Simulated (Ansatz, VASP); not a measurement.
## One calculation of SnO, two programs

The input POSCAR:

```
SnO
1.0
    3.3550050000      0.0000000000      0.0000000000
    0.0000000000      5.6741040000      0.0000000000
    0.0000000000      0.0000000000      4.2219700000
Sn O
2 2
Direct
    0.0645323482      0.2700659233      0.5644248833
    0.5645323482      0.8062479233      0.0644248833
    0.0000000000      0.8912500000      0.7368570000
    0.5000000000      0.1087500000      0.2368570000
```

File INCAR.step1:

```
SYSTEM = SnO
ALGO     = Normal         ! electronic algorithm
EDIFF    = 1E-4           ! SCF threshold, eV
ENCUT    = 520            ! plane-wave cutoff, eV
GGA      = PE             ! functional
ISMEAR   = 0              ! smearing method
LASPH    = .TRUE.         ! aspherical terms in the spheres
LCHARG   = .FALSE.        ! write CHGCAR
LREAL    = .FALSE.        ! projectors in reciprocal space
LWAVE    = .TRUE.         ! write WAVECAR
NBANDS   = 28             ! bands
NELM     = 60             ! most SCF steps
PREC     = Accurate       ! precision mode
SIGMA    = 0.05           ! smearing width, eV
```

INCAR.step2

```
SYSTEM = SnO
ALGO     = Normal         ! electronic algorithm
EDIFF    = 1E-6           ! SCF threshold, eV
ENCUT    = 520            ! plane-wave cutoff, eV
ISIF     = 2              ! what is computed and relaxed
ISMEAR   = 0              ! smearing method
ISTART   = 1            
LASPH    = .TRUE.         ! aspherical terms in the spheres
LCHARG   = .FALSE.        ! write CHGCAR
LMIXTAU  = .TRUE.       
LREAL    = .FALSE.        ! projectors in reciprocal space
LWAVE    = .FALSE.        ! write WAVECAR
METAGGA  = R2SCAN         ! meta-GGA
NBANDS   = 28             ! bands
NELM     = 60             ! most SCF steps
PREC     = Accurate       ! precision mode
SIGMA    = 0.05           ! smearing width, eV
```

Contents of KPOINTS:

```
k-points
0
G
  8 6 6
  0 0 0
```

Input for Ansatz:

```yaml
crystal:
  lattice:
    - [3.355005, 0.0, 0.0]
    - [0.0, 5.674104, 0.0]
    - [0.0, 0.0, 4.22197]
  atoms:
    - { symbol: Sn, position: [0.0645323482, 0.2700659233, 0.5644248833] }
    - { symbol: Sn, position: [0.5645323482, 0.8062479233, 0.0644248833] }
    - { symbol: O, position: [0.0, 0.89125, 0.736857] }
    - { symbol: O, position: [0.5, 0.10875, 0.236857] }
basis:
  ecutwfc: 500
kpoints:
  mp_grid: { grid: [8, 6, 6] }
hamiltonian:
  xc: r2scan
scf:
  occupations: { method: gaussian, width: 0.05 }
output:
  forces: true
  stress: true
  eigenvalues: true
```

Change from the starting cell: all Sn atoms moved +0.375 Å, as atom 1 along Cartesian [1 1 1].

Alike in both runs: task single point; functional r2SCAN; k mesh 8 × 6 × 6; occupations gaussian, width 0.05 eV; no spin polarisation.

|  | VASP | Ansatz |
| --- | --- | --- |
| version | VASP 6.6.1 | Ansatz 0.2.0 |
| potentials or method | VASP PAW PBE potentials, release 64 (Sn_d, O), cutoff 520 eV | scalar-relativistic, plane waves, PAW |
| valence electrons in the cell | 40 | 40 |

```csv
,VASP,Ansatz,Ansatz less VASP
gap on the k mesh at the Fermi level (eV),1.00,1.01,+0.006
least direct gap on the mesh (eV),1.11,1.11,+0.006
pressure (GPa),-1.4,-1.8,-0.38
"traceless stress, the component that is largest in VASP (GPa)",5.45,5.23,-0.217
rms of the force components (eV/Å),1.917,1.886,-0.0312
```

VASP's potentials were made for PBE, not for r2SCAN. Atom by atom the forces differ by 0.064 eV/Å (rms over components).
